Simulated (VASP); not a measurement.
# Ta3H in VASP: a series of runs

Ta3H is run at these levels: PBE; tasks: single point.

Program: VASP 6.6.1. These are calculated values, not measurements. Logs are shortened: lines on timing, memory, paths and dates and some standing lists are left out, and cuts for length are marked.

## Step 1: The cell of the first run

The cell holds a slab with vacuum, 4 atoms: a = 2.874 Å, b = 2.874 Å, c = 21.527 Å, α = 90.00°, β = 90.00°, γ = 109.47°.

## Step 2: Single point, PBE, collinear spin

Contents of INCAR:

```
ALGO = Normal
DIPOL = 0.5 0.5 0.347
EDIFF = 1E-7
ENCUT = 520
GGA = PE
IDIPOL = 3
ISIF = 2
ISMEAR = 0
ISPIN = 2
LASPH = T
LCHARG = F
LDIPOL = T
LMAXMIX = 4
LORBIT = 11
LREAL = F
LWAVE = F
MAGMOM = 0 0 0 1
NBANDS = 29
NELM = 150
PREC = Accurate
SIGMA = 0.1
```

Contents of KPOINTS:

```
k-points
0
Gamma
  10 10 1
```

Contents of POSCAR:

```
Ta3H
1.0
    2.8743098520      0.0000000000      0.0000000000
   -0.9581032840      2.7099253168      0.0000000000
    0.0000000000      0.0000000000     21.5266897253
Ta H
3 1
Direct
    0.5000000000      0.5000000000      0.1858158431
    0.0000000000      0.0000000000      0.2909732295
    0.5000000000      0.5000000000      0.3960985100
    1.0000000000      1.0000000000      0.5154851892
```

Potentials or basis: VASP PAW PBE potentials, release 64 (Ta_pv, H).

The run is started by

```console
$ cat potpaw_PBE.64/Ta_pv/POTCAR potpaw_PBE.64/H/POTCAR > POTCAR
$ mpirun -np 1 vasp_std > vasp.out
```

OUTCAR:

```text
EDIFF = 1E-7
   ENCUT = 520
   GGA = PE
   ISIF = 2
   ISMEAR = 0
   ISPIN = 2
   LASPH = T
   LORBIT = 11
   LREAL = F
   NELM = 150
   PREC = Accurate

 ion  position               nearest neighbor table
   1  0.500  0.500  0.186-   2 2.81   2 2.81   2 3.26   2 3.26
   2  0.000  0.000  0.291-   3 2.81   3 2.81   1 2.81   1 2.81   3 3.26   3 3.26   1 3.26   1 3.26

   3  0.500  0.500  0.396-   2 2.81   2 2.81   2 3.26   2 3.26
   4  0.000  0.000  0.515-

  LATTYP: Found a base centered orthorhombic cell.
 ALAT       =     3.3189671336
 B/A-ratio  =     1.4142135624
 C/A-ratio  =     6.4859604988

  Lattice vectors:

 A1 = (   2.8743098520,   0.0000000000,   0.0000000000)
 A2 = (  -0.9581032840,   2.7099253168,   0.0000000000)
 A3 = (   0.0000000000,   0.0000000000,  21.5266897253)

Analysis of symmetry for initial positions (statically):
=====================================================================
 Subroutine PRICEL returns:
 Original cell was already a primitive cell.

 Routine SETGRP: Setting up the symmetry group for a
 base centered orthorhombic supercell.

 Subroutine GETGRP returns: Found  4 space group operations
 (whereof  4 operations were pure point group operations)
 out of a pool of  8 trial point group operations.

The static configuration has the point symmetry C_2v.

Analysis of symmetry for dynamics (positions and initial velocities):
=====================================================================
 Subroutine PRICEL returns:
 Original cell was already a primitive cell.

 Routine SETGRP: Setting up the symmetry group for a
 base centered orthorhombic supercell.

 Subroutine GETGRP returns: Found  4 space group operations
 (whereof  4 operations were pure point group operations)
 out of a pool of  8 trial point group operations.

The dynamic configuration has the point symmetry C_2v.

Analysis of structural, dynamic, and magnetic symmetry:
=====================================================================
 Subroutine PRICEL returns:
 Original cell was already a primitive cell.

 Routine SETGRP: Setting up the symmetry group for a
 base centered orthorhombic supercell.

 Subroutine GETGRP returns: Found  4 space group operations
 (whereof  4 operations were pure point group operations)
 out of a pool of  8 trial point group operations.

The overall configuration has the point symmetry C_2v.

 Subroutine INISYM returns: Found  4 space group operations
 (whereof  4 operations are pure point group operations),
 and found     1 'primitive' translations

----------------------------------------------------------------------------------------

                                     Primitive cell

  volume of cell :     167.6749

  direct lattice vectors                    reciprocal lattice vectors
     2.874309852  0.000000000  0.000000000     0.347909603  0.123004620  0.000000000
    -0.958103284  2.709925317  0.000000000     0.000000000  0.369013859  0.000000000
     0.000000000  0.000000000 21.526689725     0.000000000  0.000000000  0.046453961

  length of vectors
     2.874309852  2.874309852 21.526689725     0.369013859  0.369013859  0.046453961

  position of ions in fractional coordinates (direct lattice)
     0.500000000  0.500000000  0.185815843
     0.000000000  0.000000000  0.290973229
     0.500000000  0.500000000  0.396098510
     0.000000000  0.000000000  0.515485189

  ion indices of the primitive-cell ions
   primitive index   ion index
                 1           1
                 2           2
                 3           3
                 4           4

----------------------------------------------------------------------------------------

 KPOINTS: k-points

Automatic generation of k-mesh.
 Grid dimensions read from file:
 generate k-points for:   10   10    1

 Generating k-lattice:

  Cartesian coordinates                     Fractional coordinates (reciprocal lattice)
     0.034790960  0.012300462  0.000000000     0.100000000  0.000000000  0.000000000
     0.000000000  0.036901386  0.000000000     0.000000000  0.100000000  0.000000000
     0.000000000  0.000000000  0.046453961     0.000000000  0.000000000  1.000000000

  Length of vectors
     0.036901386  0.036901386  0.046453961

  Shift w.r.t. Gamma in fractional coordinates (k-lattice)
     0.000000000  0.000000000  0.000000000

 Subroutine IBZKPT returns following result:
 ===========================================

 Found     31 irreducible k-points:

 Following reciprocal coordinates:
            Coordinates               Weight
  0.000000  0.000000  0.000000      1.000000
  0.100000  0.000000  0.000000      4.000000
  0.200000  0.000000  0.000000      4.000000
  0.300000  0.000000  0.000000      4.000000
  0.400000  0.000000  0.000000      4.000000
  0.500000  0.000000  0.000000      2.000000
[... 16 lines left out ...]
  0.300000  0.300000  0.000000      2.000000
  0.400000  0.300000  0.000000      4.000000
 [... further k-points ...]
   k-points           NKPTS =     31   k-points in BZ     NKDIM =     31   number of bands    NBANDS=     29
   number of dos      NEDOS =    301   number of ions     NIONS =      4
   total plane-waves  NPLWV =  92160
   dimension x,y,z NGX =    24 NGY =   24 NGZ =  160
   dimension x,y,z NGXF=    48 NGYF=   48 NGZF=  320
   ions per type =               3   1
   NGX,Y,Z   is equivalent  to a cutoff of  13.88, 13.88, 12.36 a.u.
   NGXF,Y,Z  is equivalent  to a cutoff of  27.76, 27.76, 24.71 a.u.
 SYSTEM =  unknown system
   PREC   = accura    normal or accurate (medium, high low for compatibility)
   ISTART =      0    job   : 0-new  1-cont  2-samecut
   ICHARG =      2    charge: 1-file 2-atom 10-const
   ISPIN  =      2    spin polarized calculation?
   LNONCOLLINEAR =      F non collinear calculations
   LSORBIT =      F    spin-orbit coupling
   LASPH  =      T    aspherical Exc in radial PAW
   ENCUT  =  520.0 eV  38.22 Ry    6.18 a.u.   5.34  5.34 40.03*2*pi/ulx,y,z
   NELM   =    150;   NELMIN=  2; NELMDL= -5     # of ELM steps
   EDIFF  = 0.1E-06   stopping-criterion for ELM
   LREAL  =      F    real-space projection
   EDIFFG = 0.1E-05   stopping-criterion for IOM
   NSW    =      0    number of steps for IOM
   IBRION =     -1    ionic relax: 0-MD 1-quasi-New 2-CG
   NFREE  =      0    steps in history (QN), initial steepest desc. (CG)
   ISIF   =      2    stress and relaxation
   ISYM   =      2    0-nonsym 1-usesym 2-fastsym
   POTIM  = 0.5000    time-step for ionic-motion
   TEBEG  =    0.0;   TEEND  =   0.0 temperature during run
   PSTRESS=    0.0 pullay stress
   NELECT =      34.0000    total number of electrons
   NUPDOWN=      -1.0000    fix difference up-down
   EMIN   =  10.00;   EMAX   =-10.00  energy-range for DOS
   EFERMI =   0.00;   METHOD = LEGACY
   ISMEAR =     0;   SIGMA  =   0.10  broadening in eV -4-tet -1-fermi 0-gaus
   EFERMI_NEDOS =   21; number of points for ismear=-14 and -15
   IALGO  =     38    algorithm
   IMIX   =      4    mixing-type and parameters
     AMIX     =   0.40;   BMIX     =  1.00
     AMIX_MAG =   1.60;   BMIX_MAG =  1.00
  volume/ion in A,a.u.               =      41.92       282.88
  Fermi-wavevector in a.u.,A,eV,Ry     =   0.961786  1.817512 12.585827  0.925032
  Thomas-Fermi vector in A             =   2.091188
   LORBIT       =     11    0 simple, 1 ext, 2 COOP (PROOUT), +10 PAW based schemes
   GGA     = PE    functional components
   LHFCALC =     F    Hartree Fock is set to
   AEXX    =    0.0000 exact exchange contribution
   IVDW    =     0    specifies the selected vdW correction
   LEPSILON=     F    determine dielectric tensor
   LRPA    =     F    only Hartree local field effects (RPA)
 spin polarized calculation
 Gauss-broadening in eV      SIGMA  =   0.10
  energy-cutoff  :      520.00
  volume of cell :      167.67
 maximum number of plane-waves:      4567
 NGX is ok and might be reduce to    24

 dipolmoment           0.000000      0.000000     -0.009380 electrons x Angstroem

 number of electron      33.9999997 magnetization       0.0140829

 dipolmoment           0.000000      0.000000      0.044002 electrons x Angstroem

 Free energy of the ion-electron system (eV)
  ---------------------------------------------------
  ext. energy  EPLUGINS =         0.00000000
  ---------------------------------------------------
  free energy    TOTEN  =       -35.05144781 eV

  energy without entropy =      -35.04055880  energy(sigma->0) =      -35.04600331

 E-fermi :  -1.4839     XC(G=0):  -5.4305

 val. band max:       -1.4881177535   @ k =   0.5000   0.4000   0.0000
 cond. band min:      -1.4817485362   @ k =   0.3000   0.2000   0.0000
 fundamental gap:      0.0063692174
 Fermi energy:        -1.4838688657

 spin component 1

 k-point     1 :       0.0000    0.0000    0.0000
  band No.  band energies     occupation
      1     -36.1648      1.00000
      2     -35.7600      1.00000
      3     -35.5150      1.00000
      4     -35.2749      1.00000
      5     -35.1787      1.00000
      6     -34.9809      1.00000
[... 21 lines left out ...]
     28       2.8902      0.00000
     29       3.1630      0.00000

 k-point     2 :       0.1000    0.0000    0.0000
  band No.  band energies     occupation
      1     -36.1468      1.00000
      2     -35.7622      1.00000
      3     -35.5561      1.00000
      4     -35.3147      1.00000
      5     -35.2402      1.00000
      6     -35.0035      1.00000
[... 21 lines left out ...]
     28       3.0933      0.00000
     29       3.4280      0.00000

 k-point     3 :       0.2000    0.0000    0.0000
  band No.  band energies     occupation
      1     -36.1031      1.00000
      2     -35.8026      1.00000
      3     -35.6733      1.00000
      4     -35.4148      1.00000
      5     -35.3688      1.00000
      6     -35.0739      1.00000
[... 638 lines left out ...]
      5     -35.6140      1.00000
      6     -35.5933      1.00000
[... 21 lines left out ...]
     28       6.1074      0.00000
     29       6.8859      0.00000

 k-point    24 :       0.4000    0.3000    0.0000
  band No.  band energies     occupation
      1     -36.0904      1.00000
      2     -35.9686      1.00000
      3     -35.9086      1.00000
      4     -35.7719      1.00000
      5     -35.6143      1.00000
      6     -35.5815      1.00000
[... 21 lines left out ...]
     28       6.8544      0.00000
     29       7.3253      0.00000

 [... further k-points ...]

 spin component 2

 k-point     1 :       0.0000    0.0000    0.0000
  band No.  band energies     occupation
      1     -36.1744      1.00000
      2     -35.7638      1.00000
      3     -35.5278      1.00000
      4     -35.2849      1.00000
      5     -35.1817      1.00000
      6     -34.9827      1.00000
[... 21 lines left out ...]
     28       2.8855      0.00000
     29       3.1661      0.00000

 k-point     2 :       0.1000    0.0000    0.0000
  band No.  band energies     occupation
      1     -36.1565      1.00000
      2     -35.7661      1.00000
      3     -35.5685      1.00000
      4     -35.3248      1.00000
      5     -35.2431      1.00000
      6     -35.0056      1.00000
[... 21 lines left out ...]
     28       3.0911      0.00000
     29       3.4295      0.00000

 k-point     3 :       0.2000    0.0000    0.0000
  band No.  band energies     occupation
      1     -36.1133      1.00000
      2     -35.8100      1.00000
      3     -35.6814      1.00000
      4     -35.4177      1.00000
      5     -35.3794      1.00000
      6     -35.0759      1.00000
[... 638 lines left out ...]
      5     -35.6173      1.00000
      6     -35.5955      1.00000
[... 21 lines left out ...]
     28       6.1056      0.00000
     29       6.8929      0.00000

 k-point    24 :       0.4000    0.3000    0.0000
  band No.  band energies     occupation
      1     -36.1021      1.00000
      2     -35.9788      1.00000
      3     -35.9196      1.00000
      4     -35.7750      1.00000
      5     -35.6177      1.00000
      6     -35.5845      1.00000
[... 21 lines left out ...]
     28       6.8635      0.00000
     29       7.3343      0.00000

 [... further k-points ...]

------------------------ aborting loop because EDIFF is reached ----------------------------------------

 vacuum level on the upper side and lower side of the slab       (xc-potential included)         0.432        -0.610

  FORCE on cell =-STRESS in cart. coord.  units (eV):
  Direction    XX          YY          ZZ          XY          YZ          ZX
  --------------------------------------------------------------------------------------
  -------------------------------------------------------------------------------------
  Total       -2.8550476     -2.8976137     -3.9756881     -0.0601976      0.0000000      0.0000000
  in kB      -27.2807167    -27.6874470    -37.9887265     -0.5752035      0.0000000      0.0000000
  external PRESSURE =     -30.9856301 kB  Pullay stress =       0.0000000 kB

 VOLUME and BASIS-vectors are now :
 -----------------------------------------------------------------------------
  energy-cutoff  :      520.00
  volume of cell :      167.67
      direct lattice vectors                 reciprocal lattice vectors
     2.874309852  0.000000000  0.000000000     0.347909603  0.123004620  0.000000000
    -0.958103284  2.709925317  0.000000000     0.000000000  0.369013859  0.000000000
     0.000000000  0.000000000 21.526689725     0.000000000  0.000000000  0.046453961

 POSITION                                       TOTAL-FORCE (eV/Angst)
 -----------------------------------------------------------------------------------
      0.95810      1.35496      4.00000        -0.000000      0.000000      0.030413
      0.00000      0.00000      6.26369        -0.000000      0.000000     -0.221732
      0.95810      1.35496      8.52669         0.000000      0.000000      1.869520
      0.00000      0.00000     11.09669        -0.000000      0.000000     -1.678202
 -----------------------------------------------------------------------------------
    total drift:                               -0.000000     -0.000000     -0.000062

  FREE ENERGIE OF THE ION-ELECTRON SYSTEM (eV)
  ---------------------------------------------------
  free  energy   TOTEN  =       -35.0514478085 eV

  energy  without entropy=      -35.0405588025  energy(sigma->0) =      -35.04600331

 vacuum level on the upper side and lower side of the slab         4.230         3.167

 total charge

# of ion       s       p       d       tot
------------------------------------------
    1        0.377   6.094   2.376   8.846
    2        0.372   6.189   2.385   8.947
    3        0.363   6.107   2.328   8.798
    4        0.364   0.001   0.000   0.365
--------------------------------------------------
tot          1.476  18.391   7.089  26.956

 magnetization (x)

# of ion       s       p       d       tot
------------------------------------------
    1       -0.000  -0.000  -0.004  -0.004
    2       -0.000  -0.000  -0.002  -0.002
    3       -0.001  -0.004  -0.017  -0.021
    4        0.029  -0.000   0.000   0.029
--------------------------------------------------
tot          0.028  -0.004  -0.022   0.001
```

Run time: 14 min. Hardware: 1 thread of AMD EPYC 7R43 (Zen 3), shared host; peak memory 0.49 GiB.

Results:

```yaml
Free_energy: -35.0514 eV
Largest_force: 1.870 eV/Å
Band_gap_on_the_k_mesh: zero (filled and empty bands overlap)
Net_moment: 0.01 μB per cell
Site_moments: Ta -0.00, -0.02 (each value once); H +0.03 μB
Valence_electrons_inside_the_program's_atomic_spheres: Ta 8.85, 8.95, 8.80; H 0.36
```

Forces in eV/Å, atoms in the order of the input:
```
Ta   0.000  0.000  0.030
Ta   0.000  0.000 -0.222
Ta   0.000  0.000  1.870
H    0.000  0.000 -1.678
```

Levels at points of the mesh, in eV from the Fermi level:
Spin up:
```csv
k point,band 14,band 15,band 16,band 17,band 18,band 19,band 20,band 21
"(0.00, 0.00, 0.00)",-1.59,-0.84,-0.36,0.27,0.54,0.73,0.97,2.51
"(0.50, 0.00, 0.00)",-1.51,-1.44,-0.62,-0.30,0.98,2.08,2.53,3.28
```
Spin down:
```csv
k point,band 13,band 14,band 15,band 16,band 17,band 18,band 19,band 20,band 21,band 22
"(0.00, 0.00, 0.00)",-2.90,-1.60,-0.86,-0.37,0.26,0.54,0.74,0.97,2.53,3.02
"(0.50, 0.00, 0.00)",-1.86,-1.51,-1.45,-0.52,-0.31,1.01,2.12,2.51,3.26,3.54
"(0.50, 0.50, 0.00)",-3.06,-1.73,-1.18,0.38,1.09,1.13,1.99,2.45,2.91,4.36
```

Caveat: spin-orbit coupling is left out, which moves the levels of the heavy elements.

## Step 3: Single point, PBE, collinear spin

Contents of INCAR:

```
SYSTEM = Ta3H
PREC     = Accurate       ! precision mode
ENCUT    = 520            ! plane-wave cutoff, eV
EDIFF    = 1E-7           ! SCF threshold, eV
ISMEAR   = 0              ! smearing method
SIGMA    = 0.1            ! smearing width, eV
LREAL    = .False.        ! projectors in reciprocal space
LASPH    = .True.         ! aspherical terms in the spheres
NELM     = 150            ! most SCF steps
ALGO     = Normal         ! electronic algorithm
ISIF     = 2              ! what is computed and relaxed
LWAVE    = .False.        ! write WAVECAR
LCHARG   = .False.        ! write CHGCAR
ISPIN    = 2              ! spin polarisation
MAGMOM   = 0 0 0 1        ! initial moments
LORBIT   = 11             ! projections on sites
LMAXMIX  = 4              ! l up to which the mixer works
LDIPOL   = .True.       
IDIPOL   = 3            
DIPOL    = 0.5 0.5 0.361
GGA      = PE             ! functional
NBANDS   = 29             ! bands
```

Contents of KPOINTS:

```
Automatic mesh
0
Gamma
  10 10 1
  0 0 0
```

POSCAR, as its differences from that of step 2:

```diff
@@ -11,2 +11,2 @@
     0.5000000000      0.5000000000      0.3960985100
-    1.0000000000      1.0000000000      0.5154851892
+    1.0000000000      1.0000000000      0.5712299421
```

Potentials or basis: VASP PAW PBE potentials, release 64 (Ta_pv, H).

The run is started by

```console
$ cat potpaw_PBE.64/Ta_pv/POTCAR potpaw_PBE.64/H/POTCAR > POTCAR
$ mpirun -np 1 vasp_std > vasp.out
```

It took 11 min on 1 thread of AMD EPYC 7R43 (Zen 3), shared host; peak memory 0.47 GiB.

Results (log left out):

```
Free energy                                           : -34.2582 eV
Largest force                                         : 0.179 eV/Å
Net moment                                            : 0.94 μB per cell
Site moments                                          : Ta -0.00, +0.01 (each value once); H +0.37 μB
Valence electrons inside the program's atomic spheres : Ta 8.84, 8.95 (each value once); H 0.38
```

Forces on the atoms (eV/Å):
```
Ta   0.000  0.000 -0.058
Ta   0.000  0.000 -0.015
Ta   0.000  0.000  0.179
H    0.000  0.000 -0.106
```

Levels at points of the mesh, in eV from the Fermi level:
Spin up:
| k point | band 15 | band 16 | band 17 | band 18 | band 19 | band 20 |
| --- | --- | --- | --- | --- | --- | --- |
| (0.00, 0.00, 0.00) | -0.78 | -0.38 | -0.04 | 0.26 | 0.56 | 0.98 |
| (0.50, 0.00, 0.00) | -1.48 | -1.37 | -0.29 | 0.54 | 1.59 | 2.59 |
| (0.50, 0.50, 0.00) | -1.18 | -1.17 | 1.17 | 1.21 | 1.82 | 2.52 |
Spin down:
```csv
k point,band 12,band 13,band 14,band 15,band 16,band 17,band 18,band 19,band 20,band 21
"(0.00, 0.00, 0.00)",-4.60,-1.57,-0.77,-0.74,-0.37,0.27,0.57,0.88,1.00,1.80
"(0.50, 0.00, 0.00)",-3.06,-1.51,-1.47,-1.42,-0.29,0.48,1.54,2.56,3.38,3.53
"(0.50, 0.50, 0.00)",-3.44,-2.98,-1.70,-1.16,1.17,1.19,1.78,2.49,2.91,3.92
```

Caveat: spin-orbit coupling is left out, which moves the levels of the heavy elements.
